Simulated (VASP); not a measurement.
# Al (P6_3/mmc) in VASP: notebook

The runs below take Al through single point, with PBEsol+D3(BJ).

Program: VASP 6.6.1. These are calculated values, not measurements. Logs are shortened: lines on timing, memory, paths and dates and some standing lists are left out, and cuts for length are marked.

## Step 1: The cell of the first run

It takes space group P6_3/mmc (No. 194, hexagonal). The conventional cell has a = 2.883 Å, b = 2.883 Å, c = 5.110 Å, α = 90.00°, β = 90.00°, γ = 120.00°. Within 3.8 Å of Al (site symmetry -6m2) lie 12 Al at 2.88 to 3.05 Å.

This isn't the form of Al at room conditions, which is fcc.

## Step 2: Single point, PBEsol+D3(BJ) (strain +0.025 along x and y, +0.050 along z)

INCAR

```
PREC     = Accurate       # precision mode
ENCUT    = 520            # plane-wave cutoff, eV
EDIFF    = 1E-6           # SCF threshold, eV
ISMEAR   = 0              # smearing method
SIGMA    = 0.15           # smearing width, eV
LREAL    = F              # projectors in reciprocal space
LASPH    = T              # aspherical terms in the spheres
NELM     = 80             # most SCF steps
ALGO     = Normal         # electronic algorithm
ISIF     = 2              # what is computed and relaxed
LWAVE    = F              # write WAVECAR
LCHARG   = F              # write CHGCAR
GGA      = PS             # functional
IVDW     = 12             # dispersion correction
NBANDS   = 10             # bands
```

KPOINTS

```
Automatic mesh
0
Gamma
  18 18 10
```

POSCAR

```
Al
1.0
    2.8827667353      0.0000000000      0.0000000000
   -1.4413833676      2.4965492260      0.0000000000
    0.0000000000      0.0000000000      5.1101925000
Al
2
Direct
    0.6666666667      0.3333333333      0.7500000000
    0.3333333333      0.6666666667      0.2500000000
```

Potentials or basis: VASP PAW PBE potentials, release 64 (Al).

The run is started by

```
> cat potpaw_PBE.64/Al/POTCAR > POTCAR
> mpirun -np 1 vasp_std > vasp.out
```

OUTCAR:

```text
PREC = Accurate
   ENCUT = 520
   EDIFF = 1E-6
   ISMEAR = 0
   LREAL = F
   LASPH = T
   NELM = 80
   ISIF = 2
   GGA = PS
   IVDW = 12
 IVDW          = 12

 ion  position               nearest neighbor table
   1  0.667  0.333  0.750-   2 3.05   2 3.05   2 3.05   2 3.05   2 3.05   2 3.05
   2  0.333  0.667  0.250-   1 3.05   1 3.05   1 3.05   1 3.05   1 3.05   1 3.05

  LATTYP: Found a hexagonal cell.
 ALAT       =     2.8827667353
 C/A-ratio  =     1.7726694420

  Lattice vectors:

 A1 = (   2.8827667353,   0.0000000000,   0.0000000000)
 A2 = (  -1.4413833676,   2.4965492260,   0.0000000000)
 A3 = (   0.0000000000,   0.0000000000,   5.1101925000)

Analysis of symmetry for initial positions (statically):
=====================================================================
 Subroutine PRICEL returns:
 Original cell was already a primitive cell.

 Routine SETGRP: Setting up the symmetry group for a
 hexagonal supercell.

 Subroutine GETGRP returns: Found 24 space group operations
 (whereof 12 operations were pure point group operations)
 out of a pool of 24 trial point group operations.

The static configuration has the point symmetry D_3d.
 The point group associated with its full space group is D_6h.

Analysis of symmetry for dynamics (positions and initial velocities):
=====================================================================
 Subroutine PRICEL returns:
 Original cell was already a primitive cell.

 Routine SETGRP: Setting up the symmetry group for a
 hexagonal supercell.

 Subroutine GETGRP returns: Found 24 space group operations
 (whereof 12 operations were pure point group operations)
 out of a pool of 24 trial point group operations.

The dynamic configuration has the point symmetry D_3d.
 The point group associated with its full space group is D_6h.

 Subroutine INISYM returns: Found 24 space group operations
 (whereof 12 operations are pure point group operations),
 and found     1 'primitive' translations

----------------------------------------------------------------------------------------

                                     Primitive cell

  volume of cell :      36.7779

  direct lattice vectors                    reciprocal lattice vectors
     2.882766735  0.000000000  0.000000000     0.346888976  0.200276443  0.000000000
    -1.441383368  2.496549226  0.000000000     0.000000000  0.400552887  0.000000000
     0.000000000  0.000000000  5.110192500     0.000000000  0.000000000  0.195687344

  length of vectors
     2.882766735  2.882766735  5.110192500     0.400552887  0.400552887  0.195687344

  position of ions in fractional coordinates (direct lattice)
     0.666666667  0.333333333  0.750000000
     0.333333333  0.666666667  0.250000000

  ion indices of the primitive-cell ions
   primitive index   ion index
                 1           1
                 2           2

----------------------------------------------------------------------------------------

 KPOINTS: Automatic mesh

Automatic generation of k-mesh.
 Grid dimensions read from file:
 generate k-points for:   18   18   10

 Generating k-lattice:

  Cartesian coordinates                     Fractional coordinates (reciprocal lattice)
     0.019271610  0.011126469  0.000000000     0.055555556  0.000000000  0.000000000
     0.000000000  0.022252938  0.000000000     0.000000000  0.055555556  0.000000000
     0.000000000  0.000000000  0.019568734     0.000000000  0.000000000  0.100000000

  Length of vectors
     0.022252938  0.022252938  0.019568734

  Shift w.r.t. Gamma in fractional coordinates (k-lattice)
     0.000000000  0.000000000  0.000000000

 Subroutine IBZKPT returns following result:
 ===========================================

 Found    222 irreducible k-points:

 Following reciprocal coordinates:
            Coordinates               Weight
  0.000000  0.000000  0.000000      1.000000
  0.055556  0.000000  0.000000      6.000000
  0.111111  0.000000  0.000000      6.000000
  0.166667  0.000000  0.000000      6.000000
  0.222222  0.000000  0.000000      6.000000
  0.277778 -0.000000  0.000000      6.000000
[... 16 lines left out ...]
  0.333333  0.111111  0.000000     12.000000
  0.388889  0.111111  0.000000     12.000000
 [... further k-points ...]
   k-points           NKPTS =    222   k-points in BZ     NKDIM =    222   number of bands    NBANDS=     10
   number of dos      NEDOS =    301   number of ions     NIONS =      2
   total plane-waves  NPLWV =  23040
   dimension x,y,z NGX =    24 NGY =   24 NGZ =   40
   dimension x,y,z NGXF=    48 NGYF=   48 NGZF=   80
   ions per type =               2
   NGX,Y,Z   is equivalent  to a cutoff of  13.84, 13.84, 13.01 a.u.
   NGXF,Y,Z  is equivalent  to a cutoff of  27.68, 27.68, 26.03 a.u.
 SYSTEM =  unknown system
   PREC   = accura    normal or accurate (medium, high low for compatibility)
   ISTART =      0    job   : 0-new  1-cont  2-samecut
   ICHARG =      2    charge: 1-file 2-atom 10-const
   ISPIN  =      1    spin polarized calculation?
   LNONCOLLINEAR =      F non collinear calculations
   LSORBIT =      F    spin-orbit coupling
   LASPH  =      T    aspherical Exc in radial PAW
   ENCUT  =  520.0 eV  38.22 Ry    6.18 a.u.   5.36  5.36  9.50*2*pi/ulx,y,z
   NELM   =     80;   NELMIN=  2; NELMDL= -5     # of ELM steps
   EDIFF  = 0.1E-05   stopping-criterion for ELM
   LREAL  =      F    real-space projection
   EDIFFG = 0.1E-04   stopping-criterion for IOM
   NSW    =      0    number of steps for IOM
   IBRION =     -1    ionic relax: 0-MD 1-quasi-New 2-CG
   NFREE  =      0    steps in history (QN), initial steepest desc. (CG)
   ISIF   =      2    stress and relaxation
   ISYM   =      2    0-nonsym 1-usesym 2-fastsym
   POTIM  = 0.5000    time-step for ionic-motion
   TEBEG  =    0.0;   TEEND  =   0.0 temperature during run
   PSTRESS=    0.0 pullay stress
   NELECT =       6.0000    total number of electrons
   NUPDOWN=      -1.0000    fix difference up-down
   EMIN   =  10.00;   EMAX   =-10.00  energy-range for DOS
   EFERMI =   0.00;   METHOD = LEGACY
   ISMEAR =     0;   SIGMA  =   0.15  broadening in eV -4-tet -1-fermi 0-gaus
   EFERMI_NEDOS =   21; number of points for ismear=-14 and -15
   IALGO  =     38    algorithm
   IMIX   =      4    mixing-type and parameters
     AMIX     =   0.40;   BMIX     =  1.00
     AMIX_MAG =   1.60;   BMIX_MAG =  1.00
  volume/ion in A,a.u.               =      18.39       124.09
  Fermi-wavevector in a.u.,A,eV,Ry     =   0.894533  1.690422 10.887232  0.800189
  Thomas-Fermi vector in A             =   2.016750
   LORBIT       =      0    0 simple, 1 ext, 2 COOP (PROOUT), +10 PAW based schemes
   GGA     = PS    functional components
   LHFCALC =     F    Hartree Fock is set to
   AEXX    =    0.0000 exact exchange contribution
   IVDW    =    12    specifies the selected vdW correction
   LEPSILON=     F    determine dielectric tensor
   LRPA    =     F    only Hartree local field effects (RPA)
 non-spin polarized calculation
 Gauss-broadening in eV      SIGMA  =   0.15
  energy-cutoff  :      520.00
  volume of cell :       36.78
 maximum number of plane-waves:      1027
 NGX is ok and might be reduce to    24
   NGX = 11   NGY = 11   NGZ = 19

 number of electron       6.0000000 magnetization

 Free energy of the ion-electron system (eV)
  ---------------------------------------------------
  ext. energy  EPLUGINS =         0.00000000
  ---------------------------------------------------
  free energy    TOTEN  =        -8.01092181 eV

  energy without entropy =       -8.00083560  energy(sigma->0) =       -8.00587871

 E-fermi :   6.8292     XC(G=0):  -9.8657

 val. band max:        6.8216095286   @ k =   0.3333   0.3333   0.3000
 cond. band min:       6.8323050635   @ k =   0.3333   0.1111   0.1000
 fundamental gap:      0.0106955350
 Fermi energy:         6.8292240263

 k-point     1 :       0.0000    0.0000    0.0000
  band No.  band energies     occupation
      1      -3.5453      2.00000
      2       1.6949      2.00000
      3       2.3530      2.00000
      4      17.1381      0.00000
      5      17.5289      0.00000
      6      17.8037      0.00000
      7      17.8037      0.00000
      8      18.2058      0.00000
      9      18.2058      0.00000
     10      20.9240      0.00000

 k-point     2 :       0.0556    0.0000    0.0000
  band No.  band energies     occupation
      1      -3.4720      2.00000
      2       1.7673      2.00000
      3       2.4220      2.00000
      4      16.1930      0.00000
      5      16.9105      0.00000
      6      17.1783      0.00000
      7      17.5716      0.00000
      8      18.5481      0.00000
      9      19.2264      0.00000
     10      20.4857      0.00000

 k-point     3 :       0.1111    0.0000    0.0000
  band No.  band energies     occupation
      1      -3.2523      2.00000
      2       1.9839      2.00000
      3       2.6288      2.00000
      4      14.2142      0.00000
      5      15.9705      0.00000
      6      16.8716      0.00000
      7      17.6660      0.00000
      8      17.9909      0.00000
      9      19.2853      0.00000
     10      20.0144      0.00000

 k-point     4 :       0.1667    0.0000    0.0000
  band No.  band energies     occupation
      1      -2.8869      2.00000
      2       2.3432      2.00000
      3       2.9735      2.00000
      4      12.2122      0.00000
      5      15.1525      0.00000
      6      16.2459      0.00000
      7      16.7081      0.00000
      8      17.3632      0.00000
      9      18.6052      0.00000
     10      18.9467      0.00000
[... 222 lines left out ...]
 k-point    22 :       0.2778    0.1111    0.0000
  band No.  band energies     occupation
      1      -0.7136      2.00000
      2       4.4249      2.00000
      3       5.0363      2.00000
      4       6.9847      0.14262
      5      10.5065      0.00000
      6      12.0391      0.00000
      7      12.5011      0.00000
      8      15.3849      0.00000
      9      16.3945      0.00000
     10      17.8661      0.00000

 k-point    23 :       0.3333    0.1111    0.0000
  band No.  band energies     occupation
      1       0.2179      2.00000
      2       4.9499      2.00000
      3       5.7681      2.00000
      4       5.9226      2.00000
      5       9.8885      0.00000
      6      10.8385      0.00000
      7      10.9566      0.00000
      8      15.0910      0.00000
      9      16.0320      0.00000
     10      17.5969      0.00000

 k-point    24 :       0.3889    0.1111    0.0000
  band No.  band energies     occupation
      1       1.2836      2.00000
      2       3.7946      2.00000
      3       6.4703      1.99929
      4       6.9217      0.38324
      5       8.8353      0.00000
      6       9.5571      0.00000
      7      10.3282      0.00000
      8      14.9126      0.00000
      9      15.8166      0.00000
     10      17.4270      0.00000

 [... further k-points ...]

------------------------ aborting loop because EDIFF is reached ----------------------------------------

 Edisp (eV)   -0.56808

 E8    (eV) :    -0.3824

  FORCE on cell =-STRESS in cart. coord.  units (eV):
  Direction    XX          YY          ZZ          XY          YZ          ZX
  --------------------------------------------------------------------------------------
  -------------------------------------------------------------------------------------
  Total      -1.98438    -1.98438    -2.46420    -0.00000     0.00000     0.00000
  in kB     -86.44672   -86.44672  -107.34931    -0.00000     0.00000     0.00000
  external pressure =      -93.41 kB  Pullay stress =        0.00 kB

 VOLUME and BASIS-vectors are now :
 -----------------------------------------------------------------------------
  energy-cutoff  :      520.00
  volume of cell :       36.78
      direct lattice vectors                 reciprocal lattice vectors
     2.882766735  0.000000000  0.000000000     0.346888976  0.200276443  0.000000000
    -1.441383368  2.496549226  0.000000000     0.000000000  0.400552887  0.000000000
     0.000000000  0.000000000  5.110192500     0.000000000  0.000000000  0.195687344

 POSITION                                       TOTAL-FORCE (eV/Angst)
 -----------------------------------------------------------------------------------
      1.44138      0.83218      3.83264         0.000000      0.000000      0.000000
     -0.00000      1.66437      1.27755        -0.000000      0.000000      0.000000
 -----------------------------------------------------------------------------------
    total drift:                                0.000000     -0.000000     -0.000000

  FREE ENERGIE OF THE ION-ELECTRON SYSTEM (eV)
  ---------------------------------------------------
  free  energy   TOTEN  =        -8.5789979179 eV

  energy  without entropy=       -8.5689117128  energy(sigma->0) =       -8.57395482
```

It took 58 s on 1 thread of Intel Xeon 8259CL, shared host; peak memory 0.21 GiB.

Results:

- Free energy: -8.5790 eV
- Pressure: -9.3 GPa
- Band gap on the k mesh: zero (bands 3 and 4 overlap by 6.26 eV)
- Dispersion energy per atom: -0.284 eV

Stress tensor (GPa, compression positive):
```
 -8.64   0.00   0.00
  0.00  -8.64   0.00
  0.00   0.00 -10.73
```

Caveat: the cell differs from its parent crystal (strain +0.025 along x and y, +0.050 along z); the cell stands under tension; the PAW data sets were made with another functional, which shifts forces and pressure a little.

## Step 3: Single point, PBEsol+D3(BJ) (strain +0.050 along x and y, +0.025 along z)

INCAR

```
PREC = Accurate
ENCUT = 520
EDIFF = 1E-7
ISMEAR = 0
SIGMA = 0.15
LREAL = F
LASPH = T
NELM = 80
ALGO = Normal
ISIF = 2
LWAVE = F
LCHARG = F
GGA = PS
IVDW = 12
NBANDS = 10
```

KPOINTS

```
regular mesh
0
Gamma
  18 18 10
```

POSCAR

```
Al
1.0
    2.9530781191      0.0000000000      0.0000000000
   -1.4765390595      2.5574406705      0.0000000000
    0.0000000000      0.0000000000      4.9885212500
Al
2
Direct
    0.6666666667      0.3333333333      0.7500000000
    0.3333333333      0.6666666667      0.2500000000
```

Potentials or basis: VASP PAW PBE potentials, release 64 (Al).

The run is started by

```
> cat potpaw_PBE.64/Al/POTCAR > POTCAR
> mpirun -np 1 vasp_std > vasp.out
```

Wall time 66 s (1 thread of Intel Xeon 8259CL, shared host); peak memory 0.21 GiB.

It converged, with:

| Quantity | Value |
| --- | --- |
| Free energy | -8.5283 eV |
| Pressure | -10.5 GPa |
| Band gap on the k mesh | zero (bands 3 and 4 overlap by 6.59 eV) |
| Dispersion energy per atom | -0.277 eV |

Stress tensor (GPa, compression positive):
```
-10.58   0.00   0.00
  0.00 -10.58   0.00
  0.00   0.00 -10.43
```

Levels at points of the mesh, in eV from the Fermi level:
```csv
k point,band 1,band 2,band 3,band 4,band 5,band 6,band 7
"(0.00, 0.00, 0.00)",-10.22,-4.57,-4.20,10.02,10.02,10.65,10.65
"(0.50, 0.00, 0.00)",-4.81,-4.52,0.66,0.66,1.17,1.63,5.40
"(0.00, 0.00, 0.50)",-8.74,-8.74,2.63,2.63,11.25,11.25,11.25
"(0.50, 0.00, 0.50)",-3.46,-3.46,-2.98,-2.98,6.69,6.69,7.22
```

Caveat: the cell differs from its parent crystal (strain +0.050 along x and y, +0.025 along z); the cell stands under tension; the PAW data sets were made with another functional, which shifts forces and pressure a little.

## Step 4: Single point, PBEsol+D3(BJ) (strain +0.050 along x and y, +0.050 along z)

INCAR

```
SYSTEM = Al
  PREC = Accurate
  ENCUT = 520
  EDIFF = 1E-6
  ISMEAR = 0
  SIGMA = 0.15
  LREAL = .False.
  LASPH = .True.
  NELM = 100
  ALGO = Fast
  ISIF = 2
  LWAVE = .False.
  LCHARG = .False.
  GGA = PS
  IVDW = 12
  NBANDS = 10
```

KPOINTS

```
Automatic mesh
0
Gamma
  18 18 10
  0 0 0
```

Edit POSCAR of step 3 so:

```diff
@@ -4,3 +4,3 @@
    -1.4765390595      2.5574406705      0.0000000000
-    0.0000000000      0.0000000000      4.9885212500
+    0.0000000000      0.0000000000      5.1101925000
 Al
```

The run is started by

```
> cat potpaw_PBE.64/Al/POTCAR > POTCAR
> mpirun -np 1 vasp_std > vasp.out
```

Run time: 65 s. Hardware: 1 thread of Intel Xeon 8259CL, shared host; peak memory 0.21 GiB.

Results (log left out):

```
Free energy                : -8.4659 eV
Pressure                   : -11.2 GPa
Band gap on the k mesh     : zero (bands 3 and 4 overlap by 6.37 eV)
Dispersion energy per atom : -0.270 eV
```

Stress tensor (GPa, compression positive):
```
-11.09   0.00   0.00
  0.00 -11.09   0.00
  0.00   0.00 -11.40
```

Levels at points of the mesh, in eV from the Fermi level:
```
           k point  band 1  band 2  band 3  band 4  band 5  band 6
(0.00, 0.00, 0.00)  -10.06   -4.79   -4.19   10.19   10.19   10.54
(0.50, 0.00, 0.00)   -4.64   -4.37    0.44    0.69    0.95    1.65
(0.00, 0.00, 0.50)   -8.66   -8.66    2.22    2.22   11.36   11.36
(0.50, 0.00, 0.50)   -3.36   -3.36   -2.90   -2.90    6.79    6.79
```

Caveat: the cell differs from its parent crystal (strain +0.050 along x and y, +0.050 along z); the cell stands under tension; the PAW data sets were made with another functional, which shifts forces and pressure a little.

## Step 5: Summary

```csv
cell,gap on the mesh (eV),pressure (GPa)
"a = 2.883, b = 2.883, c = 5.110 Å, angles 90.0, 90.0, 120.0°, 2 atoms",none,-9.3
"a = 2.953, b = 2.953, c = 4.989 Å, angles 90.0, 90.0, 120.0°, 2 atoms",none,-10.5
"a = 2.953, b = 2.953, c = 5.110 Å, angles 90.0, 90.0, 120.0°, 2 atoms",none,-11.2
```

Alike in all rows: task single point; level PBEsol+D3(BJ); potentials or basis VASP PAW PBE potentials, release 64 (Al); no spin polarisation; k mesh 18 × 18 × 10; cutoff (eV) 520; smearing gaussian 0.15 eV.

Caveats: the cell stands under tension; the PAW data sets were made with another functional, which shifts forces and pressure a little.

Total energies depend on the potentials used, so only differences within one code and one set of settings carry meaning.
